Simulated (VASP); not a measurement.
# Mg5Te (R32) in VASP: single point with PBE

Aim: the single point of Mg5Te with PBE.

Program: VASP 6.6.1. These are calculated values, not measurements. Logs are shortened: lines on timing, memory, paths and dates and some standing lists are left out, and cuts for length are marked.

## Step 1: The cell of the first run

The structure is trigonal, space group R32 (No. 155). The conventional cell has a = 5.567 Å, b = 5.567 Å, c = 15.961 Å, α = 90.00°, β = 90.00°, γ = 120.00°. Mg (site symmetry 2) has 10 Mg at 3.19 to 3.30 Å and 2 Te at 3.25 Å within 4.2 Å. Mg (site symmetry 3) has 9 Mg at 3.19 to 3.30 Å and 3 Te at 3.21 Å within 4.2 Å. Within 4.2 Å of Te (site symmetry 32) lie 12 Mg at 3.21 to 3.25 Å.

## Step 2: Single point, PBE

Input file INCAR:

```
ALGO = Fast
EDIFF = 1E-7
ENCUT = 520
GGA = PE
ISIF = 2
ISMEAR = 0
LASPH = T
LCHARG = F
LREAL = F
LWAVE = F
NBANDS = 17
NELM = 60
PREC = Accurate
SIGMA = 0.1
```

Input file KPOINTS:

```
k-points
0
Gamma
  12 12 12
```

Input file POSCAR:

```
Mg5Te
1.0
    2.7834255333      1.6070114809      5.3203796943
   -2.7834255333      1.6070114809      5.3203796943
    0.0000000000     -3.2140229619      5.3203796943
Mg Te
5 1
Direct
    0.6691753685      0.3308246315      0.0000000000
    0.3308246315      0.0000000000      0.6691753685
    0.0000000000      0.6691753685      0.3308246315
    0.1712018960      0.1712018960      0.1712018960
    0.8287981040      0.8287981040      0.8287981040
    0.5000000000      0.5000000000      0.5000000000
```

Potentials or basis: VASP PAW PBE potentials, release 64 (Mg, Te).

Command:

```console
$ cat potpaw_PBE.64/Mg/POTCAR potpaw_PBE.64/Te/POTCAR > POTCAR
$ mpirun -np 1 vasp_std > vasp.out
```

OUTCAR:

```text
EDIFF = 1E-7
   ENCUT = 520
   GGA = PE
   ISIF = 2
   ISMEAR = 0
   LASPH = T
   LREAL = F
   NELM = 60
   PREC = Accurate

 ion  position               nearest neighbor table
   1  0.669  0.331  0.000-   4 3.19   5 3.19   2 3.19   3 3.19   2 3.23   3 3.23   2 3.23   3 3.23
                             6 3.25   6 3.25   5 3.30   4 3.30
   2  0.331  0.000  0.669-   5 3.19   4 3.19   1 3.19   3 3.19   1 3.23   3 3.23   3 3.23   1 3.23
                             6 3.25   6 3.25   5 3.30   4 3.30
   3  0.000  0.669  0.331-   4 3.19   5 3.19   1 3.19   2 3.19   1 3.23   2 3.23   2 3.23   1 3.23
                             6 3.25   6 3.25   4 3.30   5 3.30
   4  0.171  0.171  0.171-   1 3.19   3 3.19   2 3.19   6 3.21   6 3.21   6 3.21   5 3.22   5 3.22
                             5 3.22   3 3.30   1 3.30   2 3.30
   5  0.829  0.829  0.829-   1 3.19   2 3.19   3 3.19   6 3.21   6 3.21   6 3.21   4 3.22   4 3.22
                             4 3.22   2 3.30   1 3.30   3 3.30
   6  0.500  0.500  0.500-   4 3.21   4 3.21   5 3.21   5 3.21   4 3.21   5 3.21   3 3.25   2 3.25
                             3 3.25   2 3.25   1 3.25   1 3.25

  LATTYP: Found a trigonal (rhomboedric) cell.
 ALAT       =     6.2158172182
 COS(alpha) =     0.5989553390

  Lattice vectors:

 A1 = (   2.7834255333,   1.6070114809,   5.3203796943)
 A2 = (  -2.7834255333,   1.6070114809,   5.3203796943)
 A3 = (   0.0000000000,  -3.2140229619,   5.3203796943)

Analysis of symmetry for initial positions (statically):
=====================================================================
 Subroutine PRICEL returns:
 Original cell was already a primitive cell.

 Routine SETGRP: Setting up the symmetry group for a
 trigonal (rhombohedral) supercell.

 Subroutine GETGRP returns: Found  6 space group operations
 (whereof  6 operations were pure point group operations)
 out of a pool of 12 trial point group operations.

The static configuration has the point symmetry D_3 .

Analysis of symmetry for dynamics (positions and initial velocities):
=====================================================================
 Subroutine PRICEL returns:
 Original cell was already a primitive cell.

 Routine SETGRP: Setting up the symmetry group for a
 trigonal (rhombohedral) supercell.

 Subroutine GETGRP returns: Found  6 space group operations
 (whereof  6 operations were pure point group operations)
 out of a pool of 12 trial point group operations.

The dynamic configuration has the point symmetry D_3 .

 Subroutine INISYM returns: Found  6 space group operations
 (whereof  6 operations are pure point group operations),
 and found     1 'primitive' translations

----------------------------------------------------------------------------------------

                                     Primitive cell

  volume of cell :     142.7882

  direct lattice vectors                    reciprocal lattice vectors
     2.783425533  1.607011481  5.320379694     0.179634768  0.103712182  0.062652170
    -2.783425533  1.607011481  5.320379694    -0.179634768  0.103712182  0.062652170
     0.000000000 -3.214022962  5.320379694     0.000000000 -0.207424363  0.062652170

  length of vectors
     6.215817218  6.215817218  6.215817218     0.216679858  0.216679858  0.216679858

  position of ions in fractional coordinates (direct lattice)
     0.669175368  0.330824632  0.000000000
     0.330824632  0.000000000  0.669175368
     0.000000000  0.669175368  0.330824632
     0.171201896  0.171201896  0.171201896
     0.828798104  0.828798104  0.828798104
     0.500000000  0.500000000  0.500000000

  ion indices of the primitive-cell ions
   primitive index   ion index
                 1           1
                 2           2
                 3           3
                 4           4
                 5           5
                 6           6

----------------------------------------------------------------------------------------

 KPOINTS: k-points

Automatic generation of k-mesh.
 Grid dimensions read from file:
 generate k-points for:   12   12   12

 Generating k-lattice:

  Cartesian coordinates                     Fractional coordinates (reciprocal lattice)
     0.014969564  0.008642682  0.005221014     0.083333333  0.000000000 -0.000000000
    -0.014969564  0.008642682  0.005221014     0.000000000  0.083333333 -0.000000000
     0.000000000 -0.017285364  0.005221014     0.000000000  0.000000000  0.083333333

  Length of vectors
     0.018056655  0.018056655  0.018056655

  Shift w.r.t. Gamma in fractional coordinates (k-lattice)
     0.000000000  0.000000000  0.000000000

 Subroutine IBZKPT returns following result:
 ===========================================

 Found    189 irreducible k-points:

 Following reciprocal coordinates:
            Coordinates               Weight
  0.000000  0.000000  0.000000      1.000000
  0.083333  0.000000 -0.000000      6.000000
  0.166667  0.000000  0.000000      6.000000
  0.250000  0.000000 -0.000000      6.000000
  0.333333  0.000000 -0.000000      6.000000
  0.416667 -0.000000 -0.000000      6.000000
[... 16 lines left out ...]
  0.500000  0.166667  0.000000     12.000000
 -0.416667  0.166667  0.000000     12.000000
 [... further k-points ...]
   k-points           NKPTS =    189   k-points in BZ     NKDIM =    189   number of bands    NBANDS=     17
   number of dos      NEDOS =    301   number of ions     NIONS =      6
   total plane-waves  NPLWV = 110592
   dimension x,y,z NGX =    48 NGY =   48 NGZ =   48
   dimension x,y,z NGXF=    96 NGYF=   96 NGZF=   96
   ions per type =               5   1
   NGX,Y,Z   is equivalent  to a cutoff of  12.84, 12.84, 12.84 a.u.
   NGXF,Y,Z  is equivalent  to a cutoff of  25.68, 25.68, 25.68 a.u.
 SYSTEM =  unknown system
   PREC   = accura    normal or accurate (medium, high low for compatibility)
   ISTART =      0    job   : 0-new  1-cont  2-samecut
   ICHARG =      2    charge: 1-file 2-atom 10-const
   ISPIN  =      1    spin polarized calculation?
   LNONCOLLINEAR =      F non collinear calculations
   LSORBIT =      F    spin-orbit coupling
   LASPH  =      T    aspherical Exc in radial PAW
   ENCUT  =  520.0 eV  38.22 Ry    6.18 a.u.  11.56 11.56 11.56*2*pi/ulx,y,z
   NELM   =     60;   NELMIN=  2; NELMDL= -5     # of ELM steps
   EDIFF  = 0.1E-06   stopping-criterion for ELM
   LREAL  =      F    real-space projection
   EDIFFG = 0.1E-05   stopping-criterion for IOM
   NSW    =      0    number of steps for IOM
   IBRION =     -1    ionic relax: 0-MD 1-quasi-New 2-CG
   NFREE  =      0    steps in history (QN), initial steepest desc. (CG)
   ISIF   =      2    stress and relaxation
   ISYM   =      2    0-nonsym 1-usesym 2-fastsym
   POTIM  = 0.5000    time-step for ionic-motion
   TEBEG  =    0.0;   TEEND  =   0.0 temperature during run
   PSTRESS=    0.0 pullay stress
   NELECT =      16.0000    total number of electrons
   NUPDOWN=      -1.0000    fix difference up-down
   EMIN   =  10.00;   EMAX   =-10.00  energy-range for DOS
   EFERMI =   0.00;   METHOD = LEGACY
   ISMEAR =     0;   SIGMA  =   0.10  broadening in eV -4-tet -1-fermi 0-gaus
   EFERMI_NEDOS =   21; number of points for ismear=-14 and -15
   IALGO  =     68    algorithm
   IMIX   =      4    mixing-type and parameters
     AMIX     =   0.40;   BMIX     =  1.00
     AMIX_MAG =   1.60;   BMIX_MAG =  1.00
  volume/ion in A,a.u.               =      23.80       160.60
  Fermi-wavevector in a.u.,A,eV,Ry     =   0.789255  1.491476  8.475388  0.622923
  Thomas-Fermi vector in A             =   1.894360
   LORBIT       =      0    0 simple, 1 ext, 2 COOP (PROOUT), +10 PAW based schemes
   GGA     = PE    functional components
   LHFCALC =     F    Hartree Fock is set to
   AEXX    =    0.0000 exact exchange contribution
   IVDW    =     0    specifies the selected vdW correction
   LEPSILON=     F    determine dielectric tensor
   LRPA    =     F    only Hartree local field effects (RPA)
 non-spin polarized calculation
 RMM-DIIS sequential band-by-band and
 Gauss-broadening in eV      SIGMA  =   0.10
  energy-cutoff  :      520.00
  volume of cell :      142.79
 maximum number of plane-waves:      3880
 NGX is ok and might be reduce to    48
   NGX = 23   NGY = 23   NGZ = 23

 number of electron      16.0000000 magnetization

 Free energy of the ion-electron system (eV)
  ---------------------------------------------------
  ext. energy  EPLUGINS =         0.00000000
  ---------------------------------------------------
  free energy    TOTEN  =       -11.22516771 eV

  energy without entropy =      -11.21358974  energy(sigma->0) =      -11.21937872

 E-fermi :   3.9332     XC(G=0):  -8.7937

 val. band max:        3.9267995186   @ k =   0.2500   0.2500   0.0833
 cond. band min:       3.9337880013   @ k =   0.2500   0.1667   0.1667
 fundamental gap:      0.0069884827
 Fermi energy:         3.9332317131

 k-point     1 :       0.0000    0.0000    0.0000
  band No.  band energies     occupation
      1      -7.9769      2.00000
      2      -1.1595      2.00000
      3      -0.1067      2.00000
      4       0.4038      2.00000
      5       0.4038      2.00000
      6       2.6908      2.00000
[... 9 lines left out ...]
     16       9.7116      0.00000
     17      10.8502      0.00000

 k-point     2 :       0.0833    0.0000   -0.0000
  band No.  band energies     occupation
      1      -7.9651      2.00000
      2      -1.2496      2.00000
      3      -0.0882      2.00000
      4       0.3706      2.00000
      5       0.4214      2.00000
      6       2.7250      2.00000
[... 9 lines left out ...]
     16       9.4177      0.00000
     17      10.2262      0.00000
[... 421 lines left out ...]
 k-point    24 :      -0.4167    0.1667    0.0000
  band No.  band energies     occupation
      1      -7.7751      2.00000
      2      -1.9746      2.00000
      3      -0.7678      2.00000
      4      -0.2315      2.00000
      5       0.9735      2.00000
      6       1.6625      2.00000
[... 9 lines left out ...]
     16       9.2837      0.00000
     17       9.5516      0.00000

 [... further k-points ...]

------------------------ aborting loop because EDIFF is reached ----------------------------------------

  FORCE on cell =-STRESS in cart. coord.  units (eV):
  Direction    XX          YY          ZZ          XY          YZ          ZX
  --------------------------------------------------------------------------------------
  -------------------------------------------------------------------------------------
  Total       -0.0873935     -0.0873935     -0.0768873      0.0000000      0.0000000      0.0000000
  in kB       -0.9806123     -0.9806123     -0.8627260      0.0000000      0.0000000      0.0000000
  external PRESSURE =      -0.9413168 kB  Pullay stress =       0.0000000 kB

 VOLUME and BASIS-vectors are now :
 -----------------------------------------------------------------------------
  energy-cutoff  :      520.00
  volume of cell :      142.79
      direct lattice vectors                 reciprocal lattice vectors
     2.783425533  1.607011481  5.320379694     0.179634768  0.103712182  0.062652170
    -2.783425533  1.607011481  5.320379694    -0.179634768  0.103712182  0.062652170
     0.000000000 -3.214022962  5.320379694     0.000000000 -0.207424363  0.062652170

 POSITION                                       TOTAL-FORCE (eV/Angst)
 -----------------------------------------------------------------------------------
      0.94177      1.60701      5.32038        -0.001460     -0.000000      0.000000
      0.92083     -1.61911      5.32038         0.000730      0.001264      0.000000
     -1.86260      0.01209      5.32038         0.000730     -0.001264      0.000000
      0.00000     -0.00000      2.73258         0.000000      0.000000     -0.000591
      0.00000     -0.00000     13.22856         0.000000     -0.000000      0.000591
      0.00000     -0.00000      7.98057         0.000000     -0.000000      0.000000
 -----------------------------------------------------------------------------------
    total drift:                                0.000000      0.000000     -0.000000

  FREE ENERGIE OF THE ION-ELECTRON SYSTEM (eV)
  ---------------------------------------------------
  free  energy   TOTEN  =       -11.2251677070 eV

  energy  without entropy=      -11.2135897419  energy(sigma->0) =      -11.21937872
```

It took 15 min on 1 thread of Intel Xeon 8259CL, shared host; peak memory 0.65 GiB.

Results:

| Property | Result |
| --- | --- |
| Free energy | -11.2252 eV |
| Pressure | -0.1 GPa |
| Band gap on the k mesh | zero (bands 8 and 9 overlap by 1.41 eV) |

Levels at points of the mesh, in eV from the Fermi level:
```csv
k point,band 6,band 7,band 8,band 9,band 10,band 11
"(0.00, 0.00, 0.00)",-1.24,-0.77,-0.37,-0.37,0.58,1.05
"(0.50, 0.00, 0.00)",-1.69,-1.49,-0.75,-0.37,1.02,2.30
"(0.50, 0.50, 0.00)",-2.66,-0.34,0.87,1.23,1.28,2.42
"(0.50, 0.50, 0.50)",-1.30,-0.70,-0.70,0.04,1.22,1.90
```

Caveat: spin-orbit coupling is left out, which moves the levels of the heavy elements.
